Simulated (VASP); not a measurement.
Write the native input for VASP 6.6.1 that does the following.

```yaml
Task: single point
Functional: PBE
Potentials_or_basis: VASP PAW PBE potentials, release 64 (Ta_pv, N)
Cutoff: 520 eV
k_mesh: 2 × 2 × 2
Occupations: fermi-dirac, width 0.17 eV
Spin: no spin polarisation
Dipole_correction: no
Further_INCAR_settings: ALGO = Normal; EDIFF = 1e-07; NBANDS = 60
```

The structure of TaN lies in POSCAR:

```
TaN
1.0
    5.4568860000      0.0000000000      0.0000000000
   -2.7284430000      4.7258020000      0.0000000000
    0.0000000000      0.0000000000      6.1075020000
Ta N
6 6
Direct
    0.0349986562      0.0509754746     -0.0438149672
    0.3809093747      0.7231153569      0.2169626797
    0.6279727782      0.3100214524      0.2417191186
    0.0383838233      0.0602014219      0.4308799244
    0.3135954533      0.6614961863      0.7260415142
    0.7006584356      0.3685300400      0.7269092994
    0.4275931206      0.0647720747     -0.0748096358
    0.6377600364      0.6778531983     -0.0522308466
   -0.0062950426      0.3784754418     -0.0273434213
    0.3771921178      0.0181768089      0.4798197364
    0.6161077123      0.6662149620      0.4925254220
    0.0534663536      0.4125648937      0.4419482793
```

The input as run:

INCAR

```
ALGO     = Normal         # electronic algorithm
EDIFF    = 1E-7           # SCF threshold, eV
ENCUT    = 520            # plane-wave cutoff, eV
GGA      = PE             # functional
ISIF     = 2              # what is computed and relaxed
ISMEAR   = -1             # smearing method
LASPH    = True           # aspherical terms in the spheres
LCHARG   = False          # write CHGCAR
LREAL    = False          # projectors in reciprocal space
LWAVE    = False          # write WAVECAR
NBANDS   = 60             # bands
NELM     = 100            # most SCF steps
PREC     = Accurate       # precision mode
SIGMA    = 0.17           # smearing width, eV
```

KPOINTS

```
k-points
0
Gamma
  2 2 2
```

Potentials or basis: VASP PAW PBE potentials, release 64 (Ta_pv, N).

Launch:

```bash
$ cat potpaw_PBE.64/Ta_pv/POTCAR potpaw_PBE.64/N/POTCAR > POTCAR
$ mpirun -np 1 vasp_std > vasp.out
```

It gave:

| Quantity | Value |
| --- | --- |
| Pressure | -16.2 GPa |
| Largest force | 4.187 eV/Å |
| Band gap on the k mesh | zero (bands 48 and 49 overlap by 0.26 eV) |

Caveat: the k points lie up to 0.66 Å⁻¹ apart; the atoms stand as in a frame of molecular dynamics; spin-orbit coupling is left out, which moves the levels of the heavy elements; forces of over 1 eV/Å act on the atoms, so gaps and moduli don't describe the material at rest.

Run time: 3.6 min on 1 thread of Intel(R) Xeon(R) Platinum 8375C CPU @ 2.90GHz (Ice Lake) (shared host), peak memory 0.29 GiB.
